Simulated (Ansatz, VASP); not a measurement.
**Two plane-wave programs on Mo**

The input INCAR:

```
SYSTEM = Mo
ALGO = Normal
EDIFF = 1E-6
ENCUT = 520
GGA = PS
ISIF = 2
ISMEAR = -1
LASPH = .TRUE.
LCHARG = .FALSE.
LREAL = .FALSE.
LWAVE = .FALSE.
NBANDS = 36
NELM = 80
PREC = Accurate
SIGMA = 0.1
```

KPOINTS

```
k-points
0
G
  15 15 4
  0 0 0
```

File POSCAR:

```
Mo
1.0
    2.8547212843      0.0000000000      0.0000000000
   -1.4273606421      2.4722611529      0.0000000000
    0.0000000000      0.0000000000      9.8868008624
Mo
4
Direct
    1.0000000000      0.0000000000      0.0000000000
    1.0000000000      0.0000000000      0.5000000000
    0.3333333333      0.6666666667      0.2500000000
    0.6666666667      0.3333333333      0.7500000000
```

Input for Ansatz:

```yaml
crystal:
  lattice:
    - [2.8547212843, 0.0, 0.0]
    - [-1.4273606421, 2.4722611529, 0.0]
    - [0.0, 0.0, 9.8868008624]
  atoms:
    - { symbol: Mo, position: [1.0, 0.0, 0.0] }
    - { symbol: Mo, position: [1.0, 0.0, 0.5] }
    - { symbol: Mo, position: [0.3333333333, 0.6666666667, 0.25] }
    - { symbol: Mo, position: [0.6666666667, 0.3333333333, 0.75] }
hamiltonian:
  xc: pbesol
  pseudopotentials:
    kind: paw
    azcp:
      Mo: "pseudopotentials/Mo.paw.azcp"
basis:
  ecutwfc: 420
  fft_grid_basis: typed
kpoints:
  mp_grid: { grid: [15, 15, 4], shift: [0, 0, 0] }
magnetization:
  spin_polarized: false
scf:
  occupations: { method: fermi_dirac, width: 0.1 }
  lower_state_search: "off"
output:
  stress: true
  write_density: true
  write_potential: true
  elf: true
  volumetric_format: npy
```

Alike in both runs: task single point; functional PBEsol; k mesh 15 × 15 × 4; occupations fermi-dirac, width 0.1 eV; no spin polarisation.

|  | VASP | Ansatz |
| --- | --- | --- |
| version | VASP 6.6.1 | Ansatz 0.2.0 |
| potentials or method | VASP PAW PBE potentials, release 64 (Mo_sv), cutoff 520 eV | plane waves (420 eV) with PAW, scalar-relativistic |
| valence electrons in the cell | 56 | 56 |

|  | VASP | Ansatz | Ansatz less VASP |
| --- | --- | --- | --- |
| pressure (GPa) | -22.8 | -23.0 | -0.28 |
| traceless stress, the component that is largest in VASP (GPa) | 2.09 | 2.13 | +0.040 |

VASP's potentials were made for PBE, not for PBEsol, and Ansatz warns of the same on its side. The functional is the same, so the differences come from potentials, cutoffs and numerics.
